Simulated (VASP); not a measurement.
Write the native input for VASP 6.6.1 that does the following.

| Item | Value |
| --- | --- |
| Task | single point |
| Functional | PBEsol |
| Potentials or basis | VASP PAW PBE potentials, release 64 (Ta_pv) |
| Cutoff | 520 eV |
| k mesh | 20 × 20 × 20 |
| Occupations | gaussian, width 0.15 eV |
| Spin | no spin polarisation |
| Dipole correction | no |
| Further INCAR settings | ALGO = Fast; EDIFF = 1e-07; NBANDS = 12 |

The structure of Ta lies in POSCAR:

```
Ta
1.0
   -1.7004250259      1.6402286350      1.8042514985
    1.7004250259     -1.6402286350      1.8042514985
    1.7004250259      1.6402286350     -1.8042514985
Ta
1
Direct
    0.0000000000      0.0000000000      0.0000000000
```

This cell differs from its parent crystal: normal strain along x +0.0367, normal strain along z +0.1000.

The input as run:

INCAR

```
SYSTEM = Ta
PREC = Accurate
ENCUT = 520
EDIFF = 1E-7
ISMEAR = 0
SIGMA = 0.15
LREAL = .False.
LASPH = .True.
NELM = 60
ALGO = Fast
ISIF = 2
LWAVE = .False.
LCHARG = .False.
GGA = PS
NBANDS = 12
```

KPOINTS

```
Automatic mesh
0
Gamma
  20 20 20
  0 0 0
```

Potentials or basis: VASP PAW PBE potentials, release 64 (Ta_pv).

Run with:

```console
$ cat potpaw_PBE.64/Ta_pv/POTCAR > POTCAR
$ mpirun -np 1 vasp_std > vasp.out
```

It gave:

```yaml
Pressure: -20.6 GPa
```

Caveat: the cell differs from its parent crystal (normal strain along x +0.0367, normal strain along z +0.1000); the PAW data sets were made with another functional, which shifts forces and pressure a little.

Wall time 2 min on 1 thread of Intel(R) Xeon(R) 6975P-C (Granite Rapids) (shared host), peak memory 0.37 GiB.
